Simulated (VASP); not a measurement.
Wanted: the native input for a VASP 6.6.1 run.

* Task: single point
* Functional: r2SCAN
* Dispersion: D3(BJ)
* Potentials or basis: VASP PAW PBE potentials, release 64 (Te, Mo_sv)
* Cutoff: 520 eV
* k mesh: 9 × 9 × 2
* Occupations: fermi-dirac, width 0.05 eV
* Spin: no spin polarisation
* Dipole correction: no
* Further INCAR settings: ALGO = Normal; EDIFF = 1e-06; NBANDS = 35

Te2Mo:

```
CELL_PARAMETERS angstrom
3.58720 0.00000 0.00000
-1.79360 3.10661 0.00000
0.00000 0.00000 14.24766
ATOMIC_POSITIONS crystal
Te 0.66667 0.33333 0.37900
Te 0.33333 0.66667 0.87900
Te 0.66667 0.33333 0.12100
Te 0.33333 0.66667 0.62100
Mo 0.66667 0.33333 0.75000
Mo 0.33333 0.66667 0.25000
```

These files were run (other wordings do the same):

POSCAR

```
Te2Mo
1.0
    3.5872018318      0.0000000000      0.0000000000
   -1.7936009159      3.1066079149      0.0000000000
    0.0000000000      0.0000000000     14.2476617354
Te Mo
4 2
Direct
    0.6666666667      0.3333333333      0.3790000000
    0.3333333333      0.6666666667      0.8790000000
    0.6666666667      0.3333333333      0.1210000000
    0.3333333333      0.6666666667      0.6210000000
    0.6666666667      0.3333333333      0.7500000000
    0.3333333333      0.6666666667      0.2500000000
```

INCAR.step1

```
PREC     = Accurate       # precision mode
ENCUT    = 520            # plane-wave cutoff, eV
ISMEAR   = -1             # smearing method
SIGMA    = 0.05           # smearing width, eV
LREAL    = False          # projectors in reciprocal space
LASPH    = True           # aspherical terms in the spheres
NELM     = 60             # most SCF steps
NBANDS   = 35             # bands
GGA      = PE             # functional
ALGO     = Normal         # electronic algorithm
EDIFF    = 1E-4           # SCF threshold, eV
LWAVE    = True           # write WAVECAR
LCHARG   = False          # write CHGCAR
```

INCAR.step2

```
PREC     = Accurate       # precision mode
ENCUT    = 520            # plane-wave cutoff, eV
EDIFF    = 1E-6           # SCF threshold, eV
ISMEAR   = -1             # smearing method
SIGMA    = 0.05           # smearing width, eV
LREAL    = False          # projectors in reciprocal space
LASPH    = True           # aspherical terms in the spheres
NELM     = 60             # most SCF steps
ALGO     = Normal         # electronic algorithm
ISIF     = 2              # what is computed and relaxed
LWAVE    = False          # write WAVECAR
LCHARG   = False          # write CHGCAR
METAGGA  = R2SCAN         # meta-GGA
LMIXTAU  = True         
IVDW     = 12             # dispersion correction
VDW_S6   = 1.0          
VDW_S8   = 0.78981345   
VDW_A1   = 0.49484001   
VDW_A2   = 5.73083694   
NBANDS   = 35             # bands
ISTART   = 1
```

KPOINTS

```
regular mesh
0
Gamma
  9 9 2
```

Potentials or basis: VASP PAW PBE potentials, release 64 (Te, Mo_sv).

Run with:

```bash
$ cat potpaw_PBE.64/Te/POTCAR potpaw_PBE.64/Mo_sv/POTCAR > POTCAR
$ cp INCAR.step1 INCAR
$ mpirun -np 1 vasp_std > vasp.out
$ cp INCAR.step2 INCAR
$ mpirun -np 1 vasp_std > vasp.out
```

It gave:

```
Pressure                   : -4.7 GPa
Largest force              : 0.791 eV/Å
Band gap on the k mesh     : 0.91 eV (least direct gap 1.04 eV)
Dispersion energy per atom : -0.237 eV
```

Caveat: the cell stands under tension; the PAW data sets were made with another functional, which shifts forces and pressure a little; spin-orbit coupling is left out, which moves the levels of the heavy elements; an odd mesh through Γ misses points on the zone boundary, where band edges can lie.

It took 16 min on 1 thread of Intel Xeon 8259CL, with other jobs on the host, peak memory 0.38 GiB.
